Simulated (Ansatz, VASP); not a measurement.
## One calculation of BN, two programs

File INCAR:

```
PREC = Accurate ; ENCUT = 520
EDIFF = 1E-6 ; ISMEAR = 0
SIGMA = 0.02 ; LREAL = False
LASPH = True ; NELM = 80
ALGO = Normal ; ISIF = 2
LWAVE = False ; LCHARG = False
GGA = PS ; NBANDS = 11
```

Contents of KPOINTS:

```
Automatic mesh
0
Gamma
  12 12 12
```

Contents of POSCAR:

```
BN
1.0
    0.0221730022      1.7575231694      1.8189113833
    1.8049150155      0.0221730022      1.8189113833
    1.8270880178      1.7796961716      0.0000000000
B N
1 1
Direct
   -0.0689464595     -0.0689464595      0.0689464595
    0.8189464595      0.8189464595      0.6810535405
```

Input for Ansatz:

```yaml
crystal:
  lattice:
    - [0.0221730022, 1.7575231694, 1.8189113833]
    - [1.8049150155, 0.0221730022, 1.8189113833]
    - [1.8270880178, 1.7796961716, 0.0]
  atoms:
    - { symbol: B, position: [-0.0689464595, -0.0689464595, 0.0689464595] }
    - { symbol: "N", position: [0.8189464595, 0.8189464595, 0.6810535405] }
basis:
  ecutwfc: 420
kpoints:
  mp_grid: { grid: [12, 12, 12] }
hamiltonian:
  xc: pbesol
scf:
  occupations: { method: gaussian, width: 0.02 }
output:
  forces: true
  stress: true
  eigenvalues: true
  populations: true
```

Alike in both runs: task single point; functional PBEsol; k mesh 12 × 12 × 12; occupations gaussian, width 0.02 eV; no spin polarisation.

|  | VASP | Ansatz |
| --- | --- | --- |
| version | VASP 6.6.1 | Ansatz 0.2.0 |
| potentials or method | VASP PAW PBE potentials, release 64 (B, N), cutoff 520 eV | scalar-relativistic, plane waves, PAW |
| valence electrons in the cell | 8 | 8 |

|  | VASP | Ansatz | Ansatz less VASP |
| --- | --- | --- | --- |
| gap on the k mesh at the Fermi level (eV) | 0.17 | 0.19 | +0.016 |
| least direct gap on the mesh (eV) | 5.42 | 5.42 | 0.000 |
| pressure (GPa) | 64.5 | 64.3 | -0.14 |
| traceless stress, the component that is largest in VASP (GPa) | -24.09 | -23.87 | +0.219 |
| rms of the force components (eV/Å) | 3.813 | 3.817 | +0.0041 |

VASP's potentials were made for PBE, not for PBEsol. Atom by atom the forces differ by 0.004 eV/Å (rms over components). Both programs put the cell under a high pressure, so it lies far from rest at this level.

Noted on VASP's run: the cell as given lies far from equilibrium.
